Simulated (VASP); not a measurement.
## CdS (Hawleyite): single point with PBE

CdS (Hawleyite):

```xyz
2
Lattice="0.0000 2.9333 2.9333 2.9333 0.0000 2.9333 2.9333 2.9333 0.0000" Properties=species:S:1:pos:R:3 pbc="T T T"
Cd    0.0000    0.0000    0.0000
S     1.4666    1.4666    1.4666
```

This cell differs from its parent crystal: volume scaled by 0.97.

```json
{"Program": "VASP 6.6.1", "Task": "single point", "Functional": "PBE", "Potentials or basis": "VASP PAW PBE potentials, release 64 (Cd, S)", "Cutoff": "520 eV", "k mesh": "8 × 8 × 8", "Occupations": "gaussian, width 0.02 eV", "Spin": "no spin polarisation", "Dipole correction": "no", "Further INCAR settings": "ALGO = Normal; EDIFF = 1e-06; NBANDS = 16"}
```

```json
{
 "Pressure": "2.1 GPa",
 "Band gap on the k mesh": "1.11 eV, direct"
}
```

Levels at points of the mesh, in eV from the valence-band top:
```
           k point  band 6  band 7  band 8  band 9  band 10  band 11  band 12  band 13
(0.00, 0.00, 0.00)   -7.21    0.00    0.00    0.00     1.11     6.55     6.55     6.55
(0.50, 0.00, 0.00)   -6.85   -4.30   -0.73   -0.73     2.99     7.01     7.01     7.43
(0.50, 0.50, 0.00)   -6.78   -3.88   -1.82   -1.82     3.58     4.33     9.16    10.68
```

Wall time 21 s on 1 thread of Intel(R) Xeon(R) Platinum 8259CL CPU @ 2.50GHz (Skylake/Cascade Lake), with other jobs on the host, peak memory 0.18 GiB.
